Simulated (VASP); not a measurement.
# Ca4BeBi (F-43m) in VASP: notebook, part 2 of 2

VASP 6.6.1. The steps go on from the part before.

## Step 4: Single point, PBE

This run uses another cell than the first one, of 34.24 Å³/atom.

The input, INCAR:

```
  ALGO = Fast
  EDIFF = 1E-6
  ENCUT = 520
  GGA = PE
  ISIF = 2
  ISMEAR = 0
  LASPH = True
  LCHARG = False
  LREAL = False
  LWAVE = False
  NBANDS = 38
  NELM = 100
  PREC = Accurate
  SIGMA = 0.1
```

The input, KPOINTS:

```
k-points
0
Gamma
  8 8 8
```

The input, POSCAR:

```
Ca4BeBi
1.0
    0.0000000000      4.6833681978      4.6833681978
    4.6833681978      0.0000000000      4.6833681978
    4.6833681978      4.6833681978      0.0000000000
Ca Be Bi
4 1 1
Direct
    0.8767522735      0.3744159088      0.3744159088
    0.3744159088      0.3744159088      0.3744159088
    0.3744159088      0.8767522735      0.3744159088
    0.3744159088      0.3744159088      0.8767522735
    0.7500000000      0.7500000000      0.7500000000
    0.0000000000      0.0000000000      0.0000000000
```

Potentials or basis: VASP PAW PBE potentials, release 64 (Ca_sv, Be, Bi_d).

Command:

```console
cat potpaw_PBE.64/Ca_sv/POTCAR potpaw_PBE.64/Be/POTCAR potpaw_PBE.64/Bi_d/POTCAR > POTCAR
mpirun -np 1 vasp_std > vasp.out
```

OUTCAR:

```text
EDIFF = 1E-6
   ENCUT = 520
   GGA = PE
   ISIF = 2
   ISMEAR = 0
   LASPH = True
   LREAL = False
   NELM = 100
   PREC = Accurate

 ion  position               nearest neighbor table
   1  0.877  0.374  0.374-
   2  0.374  0.374  0.374-
   3  0.374  0.877  0.374-
   4  0.374  0.374  0.877-
   5  0.750  0.750  0.750-
   6  0.000  0.000  0.000-

  LATTYP: Found a face centered cubic cell.
 ALAT       =     9.3667363956

  Lattice vectors:

 A1 = (   0.0000000000,   4.6833681978,   4.6833681978)
 A2 = (   4.6833681978,   0.0000000000,   4.6833681978)
 A3 = (   4.6833681978,   4.6833681978,   0.0000000000)

Analysis of symmetry for initial positions (statically):
=====================================================================
 Subroutine PRICEL returns:
 Original cell was already a primitive cell.

[... 175 lines left out ...]
  free energy    TOTEN  =       -12.35672542 eV

  energy without entropy =      -12.31480612  energy(sigma->0) =      -12.33576577

 E-fermi :   2.8912     XC(G=0):  -8.2855

 val. band max:        2.8849106682   @ k =  -0.3750   0.5000   0.1250
 cond. band min:       2.9006886153   @ k =   0.2500   0.1250   0.0000
 fundamental gap:      0.0157779470
 Fermi energy:         2.8911534293

 k-point     1 :       0.0000    0.0000    0.0000
  band No.  band energies     occupation
      1     -38.8701      2.00000
      2     -38.7955      2.00000
      3     -38.7955      2.00000
      4     -38.7955      2.00000
      5     -20.2238      2.00000
      6     -20.0010      2.00000
[... 973 lines left out ...]
     37       4.9282      0.00000
     38       5.2466      0.00000

 [... further k-points ...]

------------------------ aborting loop because EDIFF is reached ----------------------------------------

  FORCE on cell =-STRESS in cart. coord.  units (eV):
  Direction    XX          YY          ZZ          XY          YZ          ZX
  --------------------------------------------------------------------------------------
  -------------------------------------------------------------------------------------
  Total       -0.0491738     -0.0491738     -0.0491738     -0.0000000     -0.0000000      0.0000000
  in kB       -0.3834770     -0.3834770     -0.3834770     -0.0000000     -0.0000000      0.0000000
  external PRESSURE =      -0.3834770 kB  Pullay stress =       0.0000000 kB

 VOLUME and BASIS-vectors are now :
 -----------------------------------------------------------------------------
  energy-cutoff  :      520.00
  volume of cell :      205.45
      direct lattice vectors                 reciprocal lattice vectors
     0.000000000  4.683368198  4.683368198    -0.106760771  0.106760771  0.106760771
     4.683368198  0.000000000  4.683368198     0.106760771 -0.106760771  0.106760771
     4.683368198  4.683368198  0.000000000     0.106760771  0.106760771 -0.106760771

 POSITION                                       TOTAL-FORCE (eV/Angst)
 -----------------------------------------------------------------------------------
      3.50706      5.85968      5.85968         0.009281     -0.009281     -0.009281
      3.50706      3.50706      3.50706         0.009281      0.009281      0.009281
      5.85968      3.50706      5.85968        -0.009281      0.009281     -0.009281
      5.85968      5.85968      3.50706        -0.009281     -0.009281      0.009281
      7.02505      7.02505      7.02505        -0.000000     -0.000000     -0.000000
      0.00000      0.00000      0.00000        -0.000000     -0.000000     -0.000000
 -----------------------------------------------------------------------------------
    total drift:                                0.000001      0.000001      0.000001

  FREE ENERGIE OF THE ION-ELECTRON SYSTEM (eV)
  ---------------------------------------------------
  free  energy   TOTEN  =       -12.3567254168 eV

  energy  without entropy=      -12.3148061192  energy(sigma->0) =      -12.33576577
```

It took 20 min on 1 thread of Oxide Virtual Turin-like, shared host; peak memory 0.44 GiB.

What came out:

| Property | Result |
| --- | --- |
| Free energy | -12.3567 eV |
| Pressure | 0.0 GPa |
| Largest force | 0.016 eV/Å |
| Band gap on the k mesh | zero (an odd number of electrons rules out a gap without spin polarisation) |

Forces on the atoms (eV/Å):
```
Ca   0.009 -0.009 -0.009
Ca   0.009  0.009  0.009
Ca  -0.009  0.009 -0.009
Ca  -0.009 -0.009  0.009
Be   0.000  0.000  0.000
Bi   0.000  0.000  0.000
```

Caveat: spin-orbit coupling is left out, which moves the levels of the heavy elements.

## Step 5: Relaxation of cell and atoms, PBE

This run uses another cell than the first one, of 34.24 Å³/atom.

The input, INCAR:

```
ALGO = Fast
EDIFF = 1E-6
EDIFFG = -0.01
ENCUT = 600
GGA = PE
IBRION = 2
ISIF = 3
ISMEAR = 0
LASPH = True
LCHARG = False
LREAL = False
LWAVE = False
NELM = 80
NSW = 100
PREC = Accurate
SIGMA = 0.1
```

KPOINTS is that of step 4.

POSCAR is that of step 4.

Command:

```console
cat potpaw_PBE.64/Ca_sv/POTCAR potpaw_PBE.64/Be/POTCAR potpaw_PBE.64/Bi_d/POTCAR > POTCAR
mpirun -np 1 vasp_std > vasp.out
```

It took 34 min on 1 thread of Oxide Virtual Turin-like, shared host; peak memory 0.53 GiB.

Results (log left out):

* Free energy: -12.3570 eV
* Relaxed volume: 34.20 Å³/atom
* Relaxed cell: a = 6.620 Å, b = 6.620 Å, c = 6.620 Å, α = 60.00°, β = 60.00°, γ = 60.00°
* Space group after relaxing (to 0.1 Å): F-43m (No. 216)
* Energy gained by relaxing: 0.0 meV/atom
* Ionic steps: 2
* Pressure after relaxing: 0.0 GPa
* Largest force after relaxing: 0.006 eV/Å
* Band gap on the k mesh: zero (an odd number of electrons rules out a gap without spin polarisation)

Forces in eV/Å, atoms in the order of the input:
```
Ca   0.003 -0.003 -0.003
Ca   0.003  0.003  0.003
Ca  -0.003  0.003 -0.003
Ca  -0.003 -0.003  0.003
Be   0.000  0.000  0.000
Bi   0.000  0.000  0.000
```

Final structure:
```xyz
6
Lattice="0.0000 4.6813 4.6813 4.6813 0.0000 4.6813 4.6813 4.6813 0.0000" Properties=species:S:1:pos:R:3 pbc="T T T"
Ca    3.5059    5.8566    5.8566
Ca    3.5059    3.5059    3.5059
Ca    5.8566    3.5059    5.8566
Ca    5.8566    5.8566    3.5059
Be    7.0219    7.0219    7.0219
Bi    4.6813    4.6813    0.0000
```

Levels at points of the mesh, in eV from the Fermi level:
```
           k point  band 26  band 27  band 28  band 29  band 30  band 31  band 32  band 33
(0.00, 0.00, 0.00)    -1.70    -1.46     0.05     0.05     0.05     0.15     0.15     0.15
(0.50, 0.00, 0.00)    -1.72    -0.51    -0.23    -0.23     0.06     0.87     1.02     1.02
(0.50, 0.50, 0.00)    -1.83    -1.63     0.22     0.41     0.41     0.64     1.44     1.51
```

Caveat: spin-orbit coupling is left out, which moves the levels of the heavy elements.

## Step 6: Summary

| task | cell | k mesh | cutoff (eV) | gap on the mesh (eV) | pressure (GPa) | relaxed volume (Å³/atom) | largest force (eV/Å) |
| --- | --- | --- | --- | --- | --- | --- | --- |
| single point | a = 6.590 Å, angles 60.0°, 6 atoms, atomic positions A | 4 × 4 × 4 | 520 | none | 0.2 | - | 0.01 |
| relaxation of cell and atoms | relaxed from a = 5.867 Å, angles 60.0°, 6 atoms, atomic positions B | 4 × 4 × 4 | 600 | none | -0.1 | 34.49 | - |
| single point | a = 6.623 Å, angles 60.0°, 6 atoms, atomic positions C | 8 × 8 × 8 | 520 | none | 0.0 | - | 0.02 |
| relaxation of cell and atoms | relaxed from a = 6.623 Å, angles 60.0°, 6 atoms, atomic positions C | 8 × 8 × 8 | 600 | none | 0.0 | 34.20 | 0.01 |

Alike in all rows: level PBE; potentials or basis VASP PAW PBE potentials, release 64 (Ca_sv, Be, Bi_d); no spin polarisation; smearing gaussian 0.1 eV.

Caveats: spin-orbit coupling is left out, which moves the levels of the heavy elements; the volume moved by over 15 % at a fixed basis, so the end points are rough (at least some runs).

Total energies depend on the potentials used, so only differences within one code and one set of settings carry meaning.

The gap in the log of VASP goes by the Fermi energy; the results here count the filled bands.